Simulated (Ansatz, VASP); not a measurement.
**SnSe: VASP beside Ansatz**

The input POSCAR:

```
SnSe
1.0
    0.0000000000      3.0100000000      3.0100000000
    3.0100000000      0.0000000000      3.0100000000
    3.0100000000      3.0100000000      0.0000000000
Sn Se
1 1
Direct
    0.0000000000      0.0000000000      0.0000000000
    0.5498338870      0.5498338870      0.4501661130
```

INCAR.step1

```
ALGO = Normal
EDIFF = 1E-4
ENCUT = 520
GGA = PE
ISMEAR = 0
LASPH = T
LCHARG = F
LREAL = F
LWAVE = T
NBANDS = 17
NELM = 100
PREC = Accurate
SIGMA = 0.05
```

File INCAR.step2:

```
ALGO = Normal
EDIFF = 1E-7
ENCUT = 520
ISIF = 2
ISMEAR = 0
ISTART = 1
LASPH = T
LCHARG = F
LMIXTAU = T
LREAL = F
LWAVE = F
METAGGA = R2SCAN
NBANDS = 17
NELM = 100
PREC = Accurate
SIGMA = 0.05
```

The input KPOINTS:

```
k-points
0
Gamma
  10 10 10
```

Input for Ansatz:

```yaml
crystal:
  lattice:
    - [0.0, 3.01, 3.01]
    - [3.01, 0.0, 3.01]
    - [3.01, 3.01, 0.0]
  atoms:
    - { symbol: Sn, position: [0.0, 0.0, 0.0] }
    - { symbol: Se, position: [0.549833887, 0.549833887, 0.450166113] }
basis:
  ecutwfc: 500
kpoints:
  mp_grid: { grid: [10, 10, 10] }
hamiltonian:
  xc: r2scan
scf:
  occupations: { method: gaussian, width: 0.05 }
output:
  forces: true
  stress: true
  eigenvalues: true
  write_density: true
  write_potential: true
  elf: true
  volumetric_format: npy
```

Change from the starting cell: all Se atoms moved -0.300 Å, as atom 2 towards its neighbour atom 1 (Sn) at 3.010 Å.

Alike in both runs: task single point; functional r2SCAN; k mesh 10 × 10 × 10; occupations gaussian, width 0.05 eV; no spin polarisation.

|  | VASP | Ansatz |
| --- | --- | --- |
| version | VASP 6.6.1 | Ansatz 0.2.0 |
| potentials or method | VASP PAW PBE potentials, release 64 (Sn_d, Se), cutoff 520 eV | scalar-relativistic, plane waves, PAW |
| valence electrons in the cell | 20 | 30 |

```csv
,VASP,Ansatz,Ansatz less VASP
gap on the k mesh at the Fermi level (eV),0.80,0.79,-0.004
least direct gap on the mesh (eV),0.84,0.85,+0.002
pressure (GPa),1.4,1.4,-0.01
"traceless stress, the component that is largest in VASP (GPa)",1.74,1.72,-0.022
rms of the force components (eV/Å),0.166,0.160,-0.0060
```

VASP's potentials were made for PBE, not for r2SCAN. Atom by atom the forces differ by 0.006 eV/Å (rms over components). The functional is the same, so the differences come from potentials, cutoffs and numerics. VASP's potentials hold 20 valence electrons a cell and Ansatz's 30, so a difference there can come from the potentials and not from the codes.
